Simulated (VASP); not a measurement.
Input of a VASP 6.6.1 run:

File INCAR:

```
  PREC = Accurate
  ENCUT = 520
  EDIFF = 1E-6
  ISMEAR = -1
  SIGMA = 0.05
  LREAL = False
  LASPH = True
  NELM = 100
  ALGO = Normal
  ISIF = 2
  LWAVE = False
  LCHARG = False
  GGA = PE
  NBANDS = 12
```

Contents of KPOINTS:

```
regular mesh
0
Gamma
  8 8 8
```

File POSCAR:

```
AlCl
1.0
    0.0000000000      2.8861210951      2.8861210951
    2.8861210951      0.0000000000      2.8861210951
    2.8861210951      2.8861210951      0.0000000000
Al Cl
1 1
Direct
    0.5000000000      0.5000000000      0.5000000000
    0.0000000000      0.0000000000      0.0000000000
```

Potentials or basis: VASP PAW PBE potentials, release 64 (Al, Cl).

Run with:

```bash
$ cat potpaw_PBE.64/Al/POTCAR potpaw_PBE.64/Cl/POTCAR > POTCAR
$ mpirun -np 1 vasp_std > vasp.out
```

Q: What does it give for the pressure?

A: 4.2 GPa.

Q: What does it give for the band gap on the k mesh?

A: 0.28 eV, direct.

 A k mesh can miss the band edges.
